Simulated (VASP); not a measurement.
# Mn (P6_3/mmc) in VASP: notebook

Mn is run at these levels: PBEsol; tasks: single point.

Everything below comes from runs of VASP 6.6.1. Logs are shortened: lines on timing, memory, paths and dates and some standing lists are left out, and cuts for length are marked.

## 1. The cell of the first run

Symmetry: P6_3/mmc, No. 194, hexagonal system. Conventional cell: a = 2.420 Å, b = 2.420 Å, c = 3.910 Å, α = 90.00°, β = 90.00°, γ = 120.00°. Within 3.2 Å of Mn (site symmetry -6m2) lie 12 Mn at 2.40 to 2.42 Å.

This isn't the form of Mn at room conditions, which is a 58-atom cubic cell.

## 2. Single point, PBEsol (9.92 Å³/atom)

Contents of INCAR:

```
PREC     = Accurate       # precision mode
ENCUT    = 520            # plane-wave cutoff, eV
EDIFF    = 1E-7           # SCF threshold, eV
ISMEAR   = -1             # smearing method
SIGMA    = 0.1            # smearing width, eV
LREAL    = F              # projectors in reciprocal space
LASPH    = T              # aspherical terms in the spheres
NELM     = 60             # most SCF steps
ALGO     = Normal         # electronic algorithm
ISIF     = 2              # what is computed and relaxed
LWAVE    = F              # write WAVECAR
LCHARG   = T              # write CHGCAR
GGA      = PS             # functional
LELF     = T              # ELF
LVHAR    = T            
NBANDS   = 20             # bands
```

Contents of KPOINTS:

```
regular mesh
0
Gamma
  17 17 9
```

Contents of POSCAR:

```
Mn
1.0
    2.4203502978      0.0000000000      0.0000000000
   -1.2101751489      2.0960848440      0.0000000000
    0.0000000000      0.0000000000      3.9098768878
Mn
2
Direct
    0.3333333333      0.6666666667      0.2500000000
    0.6666666667      0.3333333333      0.7500000000
```

Potentials or basis: VASP PAW PBE potentials, release 64 (Mn_pv).

The run is started by

```console
$ cat potpaw_PBE.64/Mn_pv/POTCAR > POTCAR
$ mpirun -np 1 vasp_std > vasp.out
```

OUTCAR:

```text
PREC = Accurate
   ENCUT = 520
   EDIFF = 1E-7
   ISMEAR = -1
   LREAL = F
   LASPH = T
   NELM = 60
   ISIF = 2
   GGA = PS

 ion  position               nearest neighbor table
   1  0.333  0.667  0.250-   2 2.40   2 2.40   2 2.40   2 2.40   2 2.40   2 2.40
   2  0.667  0.333  0.750-   1 2.40   1 2.40   1 2.40   1 2.40   1 2.40   1 2.40

  LATTYP: Found a hexagonal cell.
 ALAT       =     2.4203502978
 C/A-ratio  =     1.6154177729

  Lattice vectors:

 A1 = (   2.4203502978,   0.0000000000,   0.0000000000)
 A2 = (  -1.2101751489,   2.0960848440,   0.0000000000)
 A3 = (   0.0000000000,   0.0000000000,   3.9098768878)

Analysis of symmetry for initial positions (statically):
=====================================================================
 Subroutine PRICEL returns:
 Original cell was already a primitive cell.

 Routine SETGRP: Setting up the symmetry group for a
 hexagonal supercell.

 Subroutine GETGRP returns: Found 24 space group operations
 (whereof 12 operations were pure point group operations)
 out of a pool of 24 trial point group operations.

The static configuration has the point symmetry D_3d.
 The point group associated with its full space group is D_6h.

Analysis of symmetry for dynamics (positions and initial velocities):
=====================================================================
 Subroutine PRICEL returns:
 Original cell was already a primitive cell.

 Routine SETGRP: Setting up the symmetry group for a
 hexagonal supercell.

 Subroutine GETGRP returns: Found 24 space group operations
 (whereof 12 operations were pure point group operations)
 out of a pool of 24 trial point group operations.

The dynamic configuration has the point symmetry D_3d.
 The point group associated with its full space group is D_6h.

 Subroutine INISYM returns: Found 24 space group operations
 (whereof 12 operations are pure point group operations),
 and found     1 'primitive' translations

----------------------------------------------------------------------------------------

                                     Primitive cell

  volume of cell :      19.8358

  direct lattice vectors                    reciprocal lattice vectors
     2.420350298  0.000000000  0.000000000     0.413163335  0.238539962  0.000000000
    -1.210175149  2.096084844  0.000000000     0.000000000  0.477079925  0.000000000
     0.000000000  0.000000000  3.909876888     0.000000000  0.000000000  0.255762529

[... 79 lines left out ...]
   LSORBIT =      F    spin-orbit coupling
   LASPH  =      T    aspherical Exc in radial PAW
   ENCUT  =  520.0 eV  38.22 Ry    6.18 a.u.   4.50  4.50  7.27*2*pi/ulx,y,z
   NELM   =     60;   NELMIN=  2; NELMDL= -5     # of ELM steps
   EDIFF  = 0.1E-06   stopping-criterion for ELM
   LREAL  =      F    real-space projection
   EDIFFG = 0.1E-05   stopping-criterion for IOM
   NSW    =      0    number of steps for IOM
   IBRION =     -1    ionic relax: 0-MD 1-quasi-New 2-CG
   NFREE  =      0    steps in history (QN), initial steepest desc. (CG)
   ISIF   =      2    stress and relaxation
   ISYM   =      2    0-nonsym 1-usesym 2-fastsym
   POTIM  = 0.5000    time-step for ionic-motion
   TEBEG  =    0.0;   TEEND  =   0.0 temperature during run
   PSTRESS=    0.0 pullay stress
   NELECT =      26.0000    total number of electrons
   NUPDOWN=      -1.0000    fix difference up-down
   EMIN   =  10.00;   EMAX   =-10.00  energy-range for DOS
   EFERMI =   0.00;   METHOD = LEGACY
   ISMEAR =    -1;   SIGMA  =   0.10  broadening in eV -4-tet -1-fermi 0-gaus
   EFERMI_NEDOS =   21; number of points for ismear=-14 and -15
   IALGO  =     38    algorithm
   IMIX   =      4    mixing-type and parameters
     AMIX     =   0.40;   BMIX     =  1.00
     AMIX_MAG =   1.60;   BMIX_MAG =  1.00
  volume/ion in A,a.u.               =       9.92        66.93
  Fermi-wavevector in a.u.,A,eV,Ry     =   1.791634  3.385697 43.674039  3.209951
  Thomas-Fermi vector in A             =   2.854161
   LORBIT       =      0    0 simple, 1 ext, 2 COOP (PROOUT), +10 PAW based schemes
   GGA     = PS    functional components
   LHFCALC =     F    Hartree Fock is set to
   AEXX    =    0.0000 exact exchange contribution
   IVDW    =     0    specifies the selected vdW correction
   LEPSILON=     F    determine dielectric tensor
   LRPA    =     F    only Hartree local field effects (RPA)
 non-spin polarized calculation
  energy-cutoff  :      520.00
  volume of cell :       19.84
 maximum number of plane-waves:       553
 NGX is ok and might be reduce to    18
   NGX =  9   NGY =  9   NGZ = 15

 number of electron      25.9999998 magnetization

 Free energy of the ion-electron system (eV)
  ---------------------------------------------------
  ext. energy  EPLUGINS =         0.00000000
  ---------------------------------------------------
  free energy    TOTEN  =       -19.42527609 eV

  energy without entropy =      -19.34099628  energy(sigma->0) =      -19.38313618

 E-fermi :  11.3767     XC(G=0): -14.6843

 val. band max:       11.3735104516   @ k =   0.1176   0.0000   0.1111
 cond. band min:      11.3799282481   @ k =   0.1765   0.0588   0.1111
 fundamental gap:      0.0064177965
 Fermi energy:        11.3766528024

 k-point     1 :       0.0000    0.0000    0.0000
  band No.  band energies     occupation
      1     -36.8970      2.00000
      2     -36.0331      2.00000
      3     -36.0331      2.00000
      4     -35.8974      2.00000
      5     -35.8974      2.00000
      6     -35.8770      2.00000
[... 541 lines left out ...]
     19      21.8420      0.00000
     20      26.2892      0.00000

 [... further k-points ...]

------------------------ aborting loop because EDIFF is reached ----------------------------------------

  FORCE on cell =-STRESS in cart. coord.  units (eV):
  Direction    XX          YY          ZZ          XY          YZ          ZX
  --------------------------------------------------------------------------------------
  -------------------------------------------------------------------------------------
  Total        1.7113789      1.7113789      1.6811921     -0.0000000      0.0000000      0.0000000
  in kB      138.2313617    138.2313617    135.7931143     -0.0000000      0.0000000      0.0000000
  external PRESSURE =     137.4186126 kB  Pullay stress =       0.0000000 kB

 VOLUME and BASIS-vectors are now :
 -----------------------------------------------------------------------------
  energy-cutoff  :      520.00
  volume of cell :       19.84
      direct lattice vectors                 reciprocal lattice vectors
     2.420350298  0.000000000  0.000000000     0.413163335  0.238539962  0.000000000
    -1.210175149  2.096084844  0.000000000     0.000000000  0.477079925  0.000000000
     0.000000000  0.000000000  3.909876888     0.000000000  0.000000000  0.255762529

 POSITION                                       TOTAL-FORCE (eV/Angst)
 -----------------------------------------------------------------------------------
     -0.00000      1.39739      0.97747        -0.000000     -0.000000      0.000000
      1.21018      0.69869      2.93241         0.000000      0.000000      0.000000
 -----------------------------------------------------------------------------------
    total drift:                                0.000000     -0.000000      0.000000

  FREE ENERGIE OF THE ION-ELECTRON SYSTEM (eV)
  ---------------------------------------------------
  free  energy   TOTEN  =       -19.4252760870 eV

  energy  without entropy=      -19.3409962806  energy(sigma->0) =      -19.38313618
```

OSZICAR:

```text
N       E                     dE             d eps       ncg     rms          rms(c)
DAV:   1     0.244041210447E+03    0.24404E+03   -0.15615E+04  6696   0.187E+03
DAV:   2    -0.137529856027E+02   -0.25779E+03   -0.24966E+03  6620   0.461E+02
DAV:   3    -0.229239611793E+02   -0.91710E+01   -0.90904E+01  7044   0.102E+02
DAV:   4    -0.230114037505E+02   -0.87443E-01   -0.87433E-01  7160   0.994E+00
DAV:   5    -0.230130678181E+02   -0.16641E-02   -0.16641E-02  7132   0.139E+00    0.217E+01
DAV:   6    -0.195321792443E+02    0.34809E+01   -0.15394E+01  6884   0.531E+01    0.245E+00
DAV:   7    -0.194517527751E+02    0.80426E-01   -0.44821E-01  6948   0.899E+00    0.102E+00
DAV:   8    -0.194258875484E+02    0.25865E-01   -0.64903E-03  7176   0.102E+00    0.217E-01
DAV:   9    -0.194252729946E+02    0.61455E-03   -0.13491E-03  6980   0.453E-01    0.362E-02
DAV:  10    -0.194252794663E+02   -0.64717E-05   -0.21009E-05  7204   0.519E-02    0.860E-03
DAV:  11    -0.194252770489E+02    0.24173E-05   -0.20832E-06  7144   0.190E-02    0.281E-03
DAV:  12    -0.194252760003E+02    0.10487E-05   -0.66096E-08  3956   0.343E-03    0.394E-04
DAV:  13    -0.194252760870E+02   -0.86765E-07   -0.66467E-09  3496   0.103E-03
   1 F= -.19425276E+02 E0= -.19383136E+02  d E =-.842798E-01
```

stdout:

```text
POSCAR found type information on POSCAR Mn
 POSCAR found :  1 types and       2 ions
 scaLAPACK will be used
 -----------------------------------------------------------------------------
|                                                                             |
|                                                                             |
|     You enforced a specific xc type in the INCAR file but a different       |
|     I HOPE YOU KNOW WHAT YOU ARE DOING!                                     |
|                                                                             |
 -----------------------------------------------------------------------------

 LDA part: xc-table for (Slater+PW92), standard interpolation
 POSCAR, INCAR and KPOINTS ok, starting setup
 FFT: planning ... GRIDC
 FFT: planning ... GRID_SOFT
 FFT: planning ... GRID
 WAVECAR not read
 entering main loop
```

Run time: 92 s. Hardware: 1 thread of Intel Xeon 8259CL, shared host; peak memory 0.17 GiB.

What came out:

* Free energy: -19.4253 eV
* Pressure: 13.7 GPa
* Band gap on the k mesh: zero (bands 13 and 14 overlap by 2.20 eV)

Caveat: the cell stands under pressure; the PAW data sets were made with another functional, which shifts forces and pressure a little; the run has no spin polarisation, though such a crystal can be magnetic. Spin polarisation is off, so any magnetic state and its effect on volume and gap are missing.

(Continued in part 2 of 2.)
